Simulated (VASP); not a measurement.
# Ta4N5 (I4/m) in VASP: further runs

Runs on Ta4N5. Level: PBEsol. Tasks: single point.

Program: VASP 6.6.1. These are calculated values, not measurements. Logs are shortened: lines on timing, memory, paths and dates and some standing lists are left out, and cuts for length are marked.

## 1. The cell of the first run

Symmetry: I4/m, No. 87, tetragonal system. Conventional cell: a = 6.818 Å, b = 6.818 Å, c = 4.250 Å, α = 90.00°, β = 90.00°, γ = 90.00°. Within 2.7 Å of Ta (site symmetry m) lie 6 N at 2.07 to 2.21 Å. N (site symmetry 4/m) has 4 Ta at 2.07 Å within 2.7 Å. N (site symmetry m) has 5 Ta at 2.13 to 2.21 Å within 2.8 Å.

## 2. Single point, PBEsol

INCAR

```
  ALGO = Fast
  EDIFF = 1E-7
  ENCUT = 520
  GGA = PS
  ISIF = 2
  ISMEAR = 0
  LASPH = T
  LCHARG = F
  LREAL = F
  LWAVE = F
  NBANDS = 44
  NELM = 80
  PREC = Accurate
  SIGMA = 0.1
```

KPOINTS

```
k-points
0
Gamma
  10 10 10
```

POSCAR

```
Ta4N5
1.0
   -3.4088492605      3.4088492605      2.1249031446
    3.4088492605     -3.4088492605      2.1249031446
    3.4088492605      3.4088492605     -2.1249031446
Ta N
4 5
Direct
    0.7844506625      0.6048201055      0.3892707680
    0.3951798945      0.7844506625      0.1796305570
    0.6048201055      0.2155493375      0.8203694430
    0.2155493375      0.3951798945      0.6107292320
    0.5000000000      0.5000000000      0.0000000000
    0.9082156628      0.3056775490      0.2138932117
    0.6943224510      0.9082156628      0.6025381138
    0.3056775490      0.0917843372      0.3974618862
    0.0917843372      0.6943224510      0.7861067883
```

Potentials or basis: VASP PAW PBE potentials, release 64 (Ta_pv, N).

The run is started by

```sh
$ cat potpaw_PBE.64/Ta_pv/POTCAR potpaw_PBE.64/N/POTCAR > POTCAR
$ mpirun -np 1 vasp_std > vasp.out
```

OUTCAR:

```text
EDIFF = 1E-7
   ENCUT = 520
   GGA = PS
   ISIF = 2
   ISMEAR = 0
   LASPH = T
   LREAL = F
   NELM = 80
   PREC = Accurate

 ion  position               nearest neighbor table
   1  0.784  0.605  0.389-   5 2.07   8 2.13   8 2.13   7 2.16   9 2.18   6 2.21   2 2.92   3 2.92
                             4 2.94   4 2.94   3 3.14   3 3.14   2 3.14   2 3.14   4 3.27
   2  0.395  0.784  0.180-   5 2.07   6 2.13   6 2.13   9 2.16   8 2.18   7 2.21   1 2.92   4 2.92
                             3 2.94   3 2.94   4 3.14   4 3.14   1 3.14   1 3.14   3 3.27
   3  0.605  0.216  0.820-   5 2.07   9 2.13   9 2.13   6 2.16   7 2.18   8 2.21   4 2.92   1 2.92
                             2 2.94   2 2.94   1 3.14   1 3.14   4 3.14   4 3.14   2 3.27
   4  0.216  0.395  0.611-   5 2.07   7 2.13   7 2.13   8 2.16   6 2.18   9 2.21   3 2.92   2 2.92
                             1 2.94   1 2.94   2 3.14   2 3.14   3 3.14   3 3.14   1 3.27
   5  0.500  0.500  0.000-   2 2.07   3 2.07   1 2.07   4 2.07
   6  0.908  0.306  0.214-   2 2.13   2 2.13   3 2.16   4 2.18   1 2.21
   7  0.694  0.908  0.603-   4 2.13   4 2.13   1 2.16   3 2.18   2 2.21
   8  0.306  0.092  0.397-   1 2.13   1 2.13   4 2.16   2 2.18   3 2.21
   9  0.092  0.694  0.786-   3 2.13   3 2.13   2 2.16   1 2.18   4 2.21

  LATTYP: Found a body centered tetragonal cell.
 ALAT       =     6.8176985210
 C/A-ratio  =     0.6233491076

  Lattice vectors:

 A1 = (  -3.4088492605,   3.4088492605,   2.1249031446)
 A2 = (   3.4088492605,  -3.4088492605,   2.1249031446)
 A3 = (   3.4088492605,   3.4088492605,  -2.1249031446)

Analysis of symmetry for initial positions (statically):
=====================================================================
 Subroutine PRICEL returns:
 Original cell was already a primitive cell.

 Routine SETGRP: Setting up the symmetry group for a
 body centered tetragonal supercell.

 Subroutine GETGRP returns: Found  8 space group operations
 (whereof  8 operations were pure point group operations)
 out of a pool of 16 trial point group operations.

The static configuration has the point symmetry C_4h.

Analysis of symmetry for dynamics (positions and initial velocities):
=====================================================================
 Subroutine PRICEL returns:
 Original cell was already a primitive cell.

 Routine SETGRP: Setting up the symmetry group for a
 body centered tetragonal supercell.

 Subroutine GETGRP returns: Found  8 space group operations
 (whereof  8 operations were pure point group operations)
 out of a pool of 16 trial point group operations.

The dynamic configuration has the point symmetry C_4h.

 Subroutine INISYM returns: Found  8 space group operations
 (whereof  8 operations are pure point group operations),
 and found     1 'primitive' translations

----------------------------------------------------------------------------------------

                                     Primitive cell

  volume of cell :      98.7677

  direct lattice vectors                    reciprocal lattice vectors
    -3.408849260  3.408849260  2.124903145     0.000000000  0.146677064  0.235304843
     3.408849260 -3.408849260  2.124903145     0.146677064  0.000000000  0.235304843
     3.408849260  3.408849260 -2.124903145     0.146677064  0.146677064  0.000000000

  length of vectors
     5.268369761  5.268369761  5.268369761     0.277276991  0.277276991  0.207432693

  position of ions in fractional coordinates (direct lattice)
     0.784450662  0.604820105  0.389270768
     0.395179895  0.784450662  0.179630557
     0.604820105  0.215549338  0.820369443
     0.215549338  0.395179895  0.610729232
     0.500000000  0.500000000  0.000000000
     0.908215663  0.305677549  0.213893212
     0.694322451  0.908215663  0.602538114
     0.305677549  0.091784337  0.397461886
     0.091784337  0.694322451  0.786106788

  ion indices of the primitive-cell ions
   primitive index   ion index
                 1           1
                 2           2
                 3           3
                 4           4
                 5           5
                 6           6
                 7           7
                 8           8
                 9           9

----------------------------------------------------------------------------------------

 KPOINTS: k-points

Automatic generation of k-mesh.
 Grid dimensions read from file:
 generate k-points for:   10   10   10

 Generating k-lattice:

  Cartesian coordinates                     Fractional coordinates (reciprocal lattice)
     0.000000000  0.014667706  0.023530484     0.100000000  0.000000000  0.000000000
     0.014667706  0.000000000  0.023530484     0.000000000  0.100000000  0.000000000
     0.014667706  0.014667706  0.000000000     0.000000000  0.000000000  0.100000000

  Length of vectors
     0.027727699  0.027727699  0.020743269

  Shift w.r.t. Gamma in fractional coordinates (k-lattice)
     0.000000000  0.000000000  0.000000000

 Subroutine IBZKPT returns following result:
 ===========================================

 Found    144 irreducible k-points:

 Following reciprocal coordinates:
            Coordinates               Weight
  0.000000  0.000000  0.000000      1.000000
  0.100000  0.000000 -0.000000      8.000000
  0.200000  0.000000 -0.000000      8.000000
  0.300000  0.000000 -0.000000      8.000000
  0.400000  0.000000 -0.000000      8.000000
  0.500000  0.000000 -0.000000      4.000000
[... 16 lines left out ...]
  0.200000  0.200000 -0.000000      8.000000
  0.300000  0.200000 -0.000000      8.000000
 [... further k-points ...]
   k-points           NKPTS =    144   k-points in BZ     NKDIM =    144   number of bands    NBANDS=     44
   number of dos      NEDOS =    301   number of ions     NIONS =      9
   total plane-waves  NPLWV =  64000
   dimension x,y,z NGX =    40 NGY =   40 NGZ =   40
   dimension x,y,z NGXF=    80 NGYF=   80 NGZF=   80
   ions per type =               4   5
   NGX,Y,Z   is equivalent  to a cutoff of  12.62, 12.62, 12.62 a.u.
   NGXF,Y,Z  is equivalent  to a cutoff of  25.24, 25.24, 25.24 a.u.
 SYSTEM =  unknown system
   PREC   = accura    normal or accurate (medium, high low for compatibility)
   ISTART =      0    job   : 0-new  1-cont  2-samecut
   ICHARG =      2    charge: 1-file 2-atom 10-const
   ISPIN  =      1    spin polarized calculation?
   LNONCOLLINEAR =      F non collinear calculations
   LSORBIT =      F    spin-orbit coupling
   LASPH  =      T    aspherical Exc in radial PAW
   ENCUT  =  520.0 eV  38.22 Ry    6.18 a.u.   9.80  9.80  9.80*2*pi/ulx,y,z
   NELM   =     80;   NELMIN=  2; NELMDL= -5     # of ELM steps
   EDIFF  = 0.1E-06   stopping-criterion for ELM
   LREAL  =      F    real-space projection
   EDIFFG = 0.1E-05   stopping-criterion for IOM
   NSW    =      0    number of steps for IOM
   IBRION =     -1    ionic relax: 0-MD 1-quasi-New 2-CG
   NFREE  =      0    steps in history (QN), initial steepest desc. (CG)
   ISIF   =      2    stress and relaxation
   ISYM   =      2    0-nonsym 1-usesym 2-fastsym
   POTIM  = 0.5000    time-step for ionic-motion
   TEBEG  =    0.0;   TEEND  =   0.0 temperature during run
   PSTRESS=    0.0 pullay stress
   NELECT =      69.0000    total number of electrons
   NUPDOWN=      -1.0000    fix difference up-down
   EMIN   =  10.00;   EMAX   =-10.00  energy-range for DOS
   EFERMI =   0.00;   METHOD = LEGACY
   ISMEAR =     0;   SIGMA  =   0.10  broadening in eV -4-tet -1-fermi 0-gaus
   EFERMI_NEDOS =   21; number of points for ismear=-14 and -15
   IALGO  =     68    algorithm
   IMIX   =      4    mixing-type and parameters
     AMIX     =   0.40;   BMIX     =  1.00
     AMIX_MAG =   1.60;   BMIX_MAG =  1.00
  volume/ion in A,a.u.               =      10.97        74.06
  Fermi-wavevector in a.u.,A,eV,Ry     =   1.452623  2.745060 28.709843  2.110114
  Thomas-Fermi vector in A             =   2.569984
   LORBIT       =      0    0 simple, 1 ext, 2 COOP (PROOUT), +10 PAW based schemes
   GGA     = PS    functional components
   LHFCALC =     F    Hartree Fock is set to
   AEXX    =    0.0000 exact exchange contribution
   IVDW    =     0    specifies the selected vdW correction
   LEPSILON=     F    determine dielectric tensor
   LRPA    =     F    only Hartree local field effects (RPA)
 non-spin polarized calculation
 RMM-DIIS sequential band-by-band and
 Gauss-broadening in eV      SIGMA  =   0.10
  energy-cutoff  :      520.00
  volume of cell :       98.77
 maximum number of plane-waves:      2680
   NGX = 19   NGY = 19   NGZ = 19

 number of electron      68.9999997 magnetization

 Free energy of the ion-electron system (eV)
  ---------------------------------------------------
  ext. energy  EPLUGINS =         0.00000000
  ---------------------------------------------------
  free energy    TOTEN  =      -104.44530551 eV

  energy without entropy =     -104.43740666  energy(sigma->0) =     -104.44135608

 E-fermi :   7.7016     XC(G=0): -12.9292

 val. band max:        7.7005384419   @ k =   0.5000   0.3000  -0.2000
 cond. band min:       7.7204567754   @ k =  -0.3000   0.2000  -0.1000
 fundamental gap:      0.0199183334
 Fermi energy:         7.7015970592

 k-point     1 :       0.0000    0.0000    0.0000
  band No.  band energies     occupation
      1     -28.3702      2.00000
      2     -28.3632      2.00000
      3     -28.2139      2.00000
      4     -28.2139      2.00000
      5     -28.2053      2.00000
      6     -28.2053      2.00000
[... 36 lines left out ...]
     43      10.1055      0.00000
     44      11.3691      0.00000

 k-point     2 :       0.1000    0.0000   -0.0000
  band No.  band energies     occupation
      1     -28.3816      2.00000
      2     -28.3726      2.00000
      3     -28.2753      2.00000
      4     -28.2645      2.00000
      5     -28.1561      2.00000
      6     -28.1392      2.00000
[... 36 lines left out ...]
     43      10.2104      0.00000
     44      11.7264      0.00000

 k-point     3 :       0.2000    0.0000   -0.0000
  band No.  band energies     occupation
      1     -28.4276      2.00000
      2     -28.3855      2.00000
      3     -28.3276      2.00000
      4     -28.2738      2.00000
      5     -28.1476      2.00000
      6     -28.0693      2.00000
[... 36 lines left out ...]
     43      10.8605      0.00000
     44      11.7720      0.00000

 k-point     4 :       0.3000    0.0000   -0.0000
  band No.  band energies     occupation
      1     -28.4804      2.00000
      2     -28.3886      2.00000
      3     -28.3598      2.00000
      4     -28.2513      2.00000
      5     -28.1684      2.00000
      6     -28.0074      2.00000
[... 882 lines left out ...]
     43      10.2866      0.00000
     44      11.5161      0.00000

 k-point    23 :       0.2000    0.2000   -0.0000
  band No.  band energies     occupation
      1     -28.4968      2.00000
      2     -28.4268      2.00000
      3     -28.3629      2.00000
      4     -28.2784      2.00000
      5     -28.0946      2.00000
      6     -28.0718      2.00000
[... 36 lines left out ...]
     43      10.8255      0.00000
     44      11.3285      0.00000

 k-point    24 :       0.3000    0.2000   -0.0000
  band No.  band energies     occupation
      1     -28.5119      2.00000
      2     -28.4063      2.00000
      3     -28.3574      2.00000
      4     -28.2546      2.00000
      5     -28.1671      2.00000
      6     -28.0962      2.00000
[... 36 lines left out ...]
     43      10.8814      0.00000
     44      11.4627      0.00000

 [... further k-points ...]
[... 5 lines left out ...]
  --------------------------------------------------------------------------------------
  -------------------------------------------------------------------------------------
  Total        1.1613665      1.1613665      1.1434566      0.0000000      0.0000000      0.0000000
  in kB       18.8393174     18.8393174     18.5487885      0.0000001      0.0000000      0.0000000
  external PRESSURE =      18.7424744 kB  Pullay stress =       0.0000000 kB

 VOLUME and BASIS-vectors are now :
 -----------------------------------------------------------------------------
  energy-cutoff  :      520.00
  volume of cell :       98.77
      direct lattice vectors                 reciprocal lattice vectors
    -3.408849260  3.408849260  2.124903145     0.000000000  0.146677064  0.235304843
     3.408849260 -3.408849260  2.124903145     0.146677064  0.000000000  0.235304843
     3.408849260  3.408849260 -2.124903145     0.146677064  0.146677064  0.000000000

 POSITION                                       TOTAL-FORCE (eV/Angst)
 -----------------------------------------------------------------------------------
      0.71463      1.93930      2.12490         0.010851      0.006177      0.000000
      1.93930     -0.71463      2.12490         0.006177     -0.010851     -0.000000
      1.46955      4.12348      0.00000        -0.006177      0.010851      0.000000
      2.69422      1.46955      0.00000        -0.010851     -0.006177     -0.000000
      0.00000      0.00000      2.12490         0.000000      0.000000      0.000000
     -1.32483      2.78309      2.12490        -0.020361      0.016422      0.000000
      2.78309      1.32483      2.12490         0.016422      0.020361      0.000000
      0.62576      2.08402     -0.00000        -0.016422     -0.020361     -0.000000
      4.73368      0.62576     -0.00000         0.020361     -0.016422      0.000000
 -----------------------------------------------------------------------------------
    total drift:                               -0.000000      0.000000      0.000000

  FREE ENERGIE OF THE ION-ELECTRON SYSTEM (eV)
  ---------------------------------------------------
  free  energy   TOTEN  =      -104.4453055058 eV

  energy  without entropy=     -104.4374066570  energy(sigma->0) =     -104.44135608
```

Run time: 26 min. Hardware: 1 thread of Oxide Virtual Turin-like, shared host; peak memory 0.54 GiB.

Results:

- Free energy: -104.4453 eV
- Pressure: 1.9 GPa
- Largest force: 0.026 eV/Å
- Band gap on the k mesh: zero (an odd number of electrons rules out a gap without spin polarisation)

Forces in eV/Å, atoms in the order of the input:
```
Ta   0.011  0.006  0.000
Ta   0.006 -0.011  0.000
Ta  -0.006  0.011  0.000
Ta  -0.011 -0.006  0.000
N    0.000  0.000  0.000
N   -0.020  0.016  0.000
N    0.016  0.020  0.000
N   -0.016 -0.020  0.000
N    0.020 -0.016  0.000
```

Caveat: the PAW data sets were made with another functional, which shifts forces and pressure a little; spin-orbit coupling is left out, which moves the levels of the heavy elements; an odd number of electrons without spin polarisation forces a metal; a magnetic or distorted state may lie lower.

## 3. Single point, PBEsol (10.68 Å³/atom)

This run uses another cell than the first one, of 10.68 Å³/atom.

INCAR

```
PREC = Accurate ; ENCUT = 600
EDIFF = 1E-6 ; ISMEAR = 0
SIGMA = 0.1 ; LREAL = F
LASPH = T ; NELM = 120
ALGO = Normal ; ISIF = 2
LWAVE = F ; LCHARG = T
GGA = PS ; LELF = T
LVHAR = T ; NBANDS = 44
GGA_COMPAT = F
```

KPOINTS

```
regular mesh
0
Gamma
  10 10 10
```

POSCAR

```
Ta4N5
1.0
   -3.3753063532      3.3753063532      2.1091707249
    3.3753063532     -3.3753063532      2.1091707249
    3.3753063532      3.3753063532     -2.1091707249
Ta N
4 5
Direct
    0.7852030644      0.6046702010      0.3898732654
    0.3953297990      0.7852030644      0.1805328634
    0.6046702010      0.2147969356      0.8194671366
    0.2147969356      0.3953297990      0.6101267346
    0.5000000000      0.5000000000      0.0000000000
    0.9087386393      0.3034143838      0.2121530231
    0.6965856162      0.9087386393      0.6053242555
    0.3034143838      0.0912613607      0.3946757445
    0.0912613607      0.6965856162      0.7878469769
```

Potentials or basis: VASP PAW PBE potentials, release 64 (Ta_pv, N).

The run is started by

```sh
$ cat potpaw_PBE.64/Ta_pv/POTCAR potpaw_PBE.64/N/POTCAR > POTCAR
$ mpirun -np 1 vasp_std > vasp.out
```

Wall time 15 min (1 thread of Oxide Virtual Turin-like, shared host); peak memory 0.61 GiB.

It converged, with:

* Free energy: -104.3492 eV
* Pressure: 11.0 GPa
* Largest force: 0.025 eV/Å
* Band gap on the k mesh: zero (an odd number of electrons rules out a gap without spin polarisation)

Forces in eV/Å, atoms in the order of the input:
```
Ta   0.003  0.005  0.000
Ta   0.005 -0.003  0.000
Ta  -0.005  0.003  0.000
Ta  -0.003 -0.005  0.000
N    0.000  0.000  0.000
N   -0.021  0.013  0.000
N    0.013  0.021  0.000
N   -0.013 -0.021  0.000
N    0.021 -0.013  0.000
```

Levels at points of the mesh, in eV from the Fermi level:
| k point | band 32 | band 33 | band 34 | band 35 | band 36 | band 37 | band 38 | band 39 |
| --- | --- | --- | --- | --- | --- | --- | --- | --- |
| (0.00, 0.00, 0.00) | -2.58 | -1.39 | -1.39 | -1.08 | 0.59 | 0.75 | 1.12 | 1.12 |
| (0.50, 0.00, 0.00) | -3.00 | -1.20 | 0.58 | 1.14 | 1.59 | 1.86 | 2.06 | 2.11 |
| (0.50, 0.50, 0.00) | -3.16 | -3.14 | -1.75 | -0.47 | 0.37 | 0.64 | 1.72 | 1.73 |
| (0.50, 0.50, 0.50) | -3.52 | -3.35 | -2.13 | -1.84 | -0.62 | -0.62 | 2.76 | 2.92 |

Caveat: the cell stands under pressure; the PAW data sets were made with another functional, which shifts forces and pressure a little; spin-orbit coupling is left out, which moves the levels of the heavy elements; an odd number of electrons without spin polarisation forces a metal; a magnetic or distorted state may lie lower.
